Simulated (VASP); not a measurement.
# RbCl (Fm-3m) in VASP: electric field gradients with PBEsol

Aim: the electric field gradients of RbCl with PBEsol.

Program: VASP 6.6.1. These are calculated values, not measurements. Logs are shortened: lines on timing, memory, paths and dates and some standing lists are left out, and cuts for length are marked.

### Step 1. The cell of the first run

Symmetry: Fm-3m, No. 225, cubic system. The conventional cell has a = 6.548 Å, b = 6.548 Å, c = 6.548 Å, α = 90.00°, β = 90.00°, γ = 90.00°. Rb (site symmetry m-3m) has 6 Cl at 3.27 Å within 4.3 Å. Within 4.3 Å of Cl (site symmetry m-3m) lie 6 Rb at 3.27 Å.

### Step 2. Electric field gradients, PBEsol

File INCAR:

```
SYSTEM = RbCl
ALGO = Normal
EDIFF = 1E-8
ENCUT = 400
GGA = PS
GGA_COMPAT = .FALSE.
ISIF = 2
ISMEAR = -1
LASPH = .TRUE.
LCHARG = .FALSE.
LEFG = .TRUE.
LREAL = .FALSE.
LWAVE = .FALSE.
NBANDS = 15
NELM = 120
PREC = Accurate
SIGMA = 0.02
```

File KPOINTS:

```
k-points
0
G
  7 7 7
  0 0 0
```

File POSCAR:

```
RbCl
1.0
    0.0000000000      3.2740000000      3.2740000000
    3.2740000000      0.0000000000      3.2740000000
    3.2740000000      3.2740000000      0.0000000000
Rb Cl
1 1
Direct
    0.0000000000      0.0000000000      0.0000000000
    0.5000000000      0.5000000000      0.5000000000
```

Potentials or basis: VASP PAW PBE potentials, release 64 (Rb_sv, Cl).

Run with:

```console
> cat potpaw_PBE.64/Rb_sv/POTCAR potpaw_PBE.64/Cl/POTCAR > POTCAR
> mpirun -np 1 vasp_std > vasp.out
```

OUTCAR:

```text
SYSTEM = RbCl
   EDIFF = 1E-8
   ENCUT = 400
   GGA = PS
   ISIF = 2
   ISMEAR = -1
   LASPH = .TRUE.
   LREAL = .FALSE.
   NELM = 120
   PREC = Accurate

 ion  position               nearest neighbor table
   1  0.000  0.000  0.000-   2 3.27   2 3.27   2 3.27   2 3.27   2 3.27   2 3.27
   2  0.500  0.500  0.500-   1 3.27   1 3.27   1 3.27   1 3.27   1 3.27   1 3.27

  LATTYP: Found a face centered cubic cell.
 ALAT       =     6.5480000000

  Lattice vectors:

 A1 = (   0.0000000000,   3.2740000000,   3.2740000000)
 A2 = (   3.2740000000,   0.0000000000,   3.2740000000)
 A3 = (   3.2740000000,   3.2740000000,   0.0000000000)

Analysis of symmetry for initial positions (statically):
=====================================================================
 Subroutine PRICEL returns:
 Original cell was already a primitive cell.

 Routine SETGRP: Setting up the symmetry group for a
 face centered cubic supercell.

 Subroutine GETGRP returns: Found 48 space group operations
 (whereof 48 operations were pure point group operations)
 out of a pool of 48 trial point group operations.

The static configuration has the point symmetry O_h .

Analysis of symmetry for dynamics (positions and initial velocities):
=====================================================================
 Subroutine PRICEL returns:
 Original cell was already a primitive cell.

 Routine SETGRP: Setting up the symmetry group for a
 face centered cubic supercell.

 Subroutine GETGRP returns: Found 48 space group operations
 (whereof 48 operations were pure point group operations)
 out of a pool of 48 trial point group operations.

The dynamic configuration has the point symmetry O_h .

 Subroutine INISYM returns: Found 48 space group operations
 (whereof 48 operations are pure point group operations),
 and found     1 'primitive' translations

----------------------------------------------------------------------------------------

                                     Primitive cell

  volume of cell :      70.1885

  direct lattice vectors                    reciprocal lattice vectors
     0.000000000  3.274000000  3.274000000    -0.152718387  0.152718387  0.152718387
     3.274000000  0.000000000  3.274000000     0.152718387 -0.152718387  0.152718387
[... 132 lines left out ...]
 fundamental gap:      4.8871513381
 Fermi energy:        -1.4849725512

 k-point     1 :       0.0000    0.0000    0.0000
  band No.  band energies     occupation
      1     -25.7348      2.00000
      2     -13.8776      2.00000
      3      -9.7948      2.00000
      4      -9.7948      2.00000
      5      -9.7948      2.00000
      6      -1.8936      2.00000
      7      -1.8936      2.00000
      8      -1.8936      2.00000
      9       2.9935      0.00000
     10       6.0189      0.00000
     11       6.0189      0.00000
     12       6.0189      0.00000
     13       7.0098      0.00000
     14       7.0098      0.00000
[... 329 lines left out ...]
      2     -13.8686      2.00000
      3     -10.0027      2.00000
      4      -9.9434      2.00000
      5      -9.7896      2.00000
      6      -2.3852      2.00000
      7      -2.1573      2.00000
      8      -2.1457      2.00000
      9       5.3869      0.00000
     10       6.0791      0.00000
     11       7.4082      0.00000
     12       7.5768      0.00000
     13       9.3798      0.00000
     14       9.4930      0.00000
     15      10.5555      0.00000

------------------------ aborting loop because EDIFF is reached ----------------------------------------

  FORCE on cell =-STRESS in cart. coord.  units (eV):
  Direction    XX          YY          ZZ          XY          YZ          ZX
  --------------------------------------------------------------------------------------
  -------------------------------------------------------------------------------------
  Total       -0.0048621     -0.0048621     -0.0048621     -0.0000000      0.0000000     -0.0000000
  in kB       -0.1109852     -0.1109852     -0.1109852     -0.0000000      0.0000000     -0.0000000
  external PRESSURE =      -0.1109852 kB  Pullay stress =       0.0000000 kB

 VOLUME and BASIS-vectors are now :
 -----------------------------------------------------------------------------
  energy-cutoff  :      400.00
  volume of cell :       70.19
      direct lattice vectors                 reciprocal lattice vectors
     0.000000000  3.274000000  3.274000000    -0.152718387  0.152718387  0.152718387
     3.274000000  0.000000000  3.274000000     0.152718387 -0.152718387  0.152718387
     3.274000000  3.274000000  0.000000000     0.152718387  0.152718387 -0.152718387

 POSITION                                       TOTAL-FORCE (eV/Angst)
 -----------------------------------------------------------------------------------
      0.00000      0.00000      0.00000         0.000000      0.000000      0.000000
      3.27400      3.27400      3.27400         0.000000     -0.000000     -0.000000
 -----------------------------------------------------------------------------------
    total drift:                                0.000000      0.000000      0.000000

  FREE ENERGIE OF THE ION-ELECTRON SYSTEM (eV)
  ---------------------------------------------------
  free  energy   TOTEN  =        -6.8955140269 eV

  energy  without entropy=       -6.8955140269  energy(sigma->0) =       -6.89551403

 Electric field gradients (V/A^2)
---------------------------------------------------------------------
 ion       V_xx      V_yy      V_zz      V_xy      V_xz      V_yz
---------------------------------------------------------------------
   1      -0.000    -0.000     0.000    -0.000    -0.000    -0.000
   2       0.000    -0.000    -0.000    -0.000    -0.000    -0.000
---------------------------------------------------------------------

 Electric field gradients after diagonalization (V/A^2)
 (convention: |V_zz| > |V_xx| > |V_yy|)
----------------------------------------------------------------------
 ion       V_xx      V_yy      V_zz     asymmetry (V_yy - V_xx)/ V_zz
----------------------------------------------------------------------
   1       0.000     0.000    -0.000       0.000
   2       0.000     0.000    -0.001       0.000
----------------------------------------------------------------------

           NMR quadrupolar parameters

 Cq : quadrupolar parameter    Cq=e*Q*V_zz/h
 eta: asymmetry parameters     (V_yy - V_xx)/ V_zz
 Q  : nuclear electric quadrupole moment in mb (millibarn)
----------------------------------------------------------------------
 ion       Cq(MHz)       eta       Q (mb)
----------------------------------------------------------------------
   1      -0.000       0.000       1.000
   2      -0.000       0.000       1.000
----------------------------------------------------------------------
```

OSZICAR:

```text
N       E                     dE             d eps       ncg     rms          rms(c)
DAV:   1     0.718445753015E+02    0.71845E+02   -0.59889E+03   600   0.758E+02
DAV:   2    -0.237308482329E+01   -0.74218E+02   -0.67518E+02   859   0.156E+02
DAV:   3    -0.706640769271E+01   -0.46933E+01   -0.46758E+01   805   0.407E+01
DAV:   4    -0.719959186085E+01   -0.13318E+00   -0.13317E+00   890   0.639E+00
DAV:   5    -0.720069011232E+01   -0.10983E-02   -0.10982E-02   834   0.544E-01    0.301E+00
DAV:   6    -0.690079490056E+01    0.29990E+00   -0.41311E-01   761   0.324E+00    0.224E+00
DAV:   7    -0.688218690687E+01    0.18608E-01   -0.93764E-02   824   0.168E+00    0.131E+00
DAV:   8    -0.689394677731E+01   -0.11760E-01   -0.14635E-02   742   0.742E-01    0.158E-01
DAV:   9    -0.689493966191E+01   -0.99288E-03   -0.12819E-03   810   0.188E-01    0.862E-02
DAV:  10    -0.689548581314E+01   -0.54615E-03   -0.49929E-04   635   0.129E-01    0.148E-02
DAV:  11    -0.689550804248E+01   -0.22229E-04   -0.30042E-05   789   0.333E-02    0.132E-02
DAV:  12    -0.689551418063E+01   -0.61382E-05   -0.19070E-05   670   0.226E-02    0.401E-03
DAV:  13    -0.689551412278E+01    0.57855E-07   -0.39113E-07   824   0.410E-03    0.234E-03
DAV:  14    -0.689551405707E+01    0.65715E-07   -0.23663E-07   705   0.288E-03    0.295E-04
DAV:  15    -0.689551402726E+01    0.29809E-07   -0.13775E-08   626   0.792E-04    0.201E-04
DAV:  16    -0.689551402693E+01    0.33037E-09   -0.97368E-10   510   0.229E-04
   1 F= -.68955140E+01 E0= -.68955140E+01  d E =-.235347E-10
```

It took 13 s on 1 thread of Intel Xeon Platinum 8559C (Emerald Rapids), shared host; peak memory 0.16 GiB.

Results:

* Free energy: -6.8955 eV
* Pressure: 0.0 GPa
* Band gap on the k mesh: 4.89 eV
* Largest electric field gradient by atom: zero within the noise of the run

Caveat: the PAW data sets were made with another functional, which shifts forces and pressure a little; an odd mesh through Γ misses points on the zone boundary, where band edges can lie.
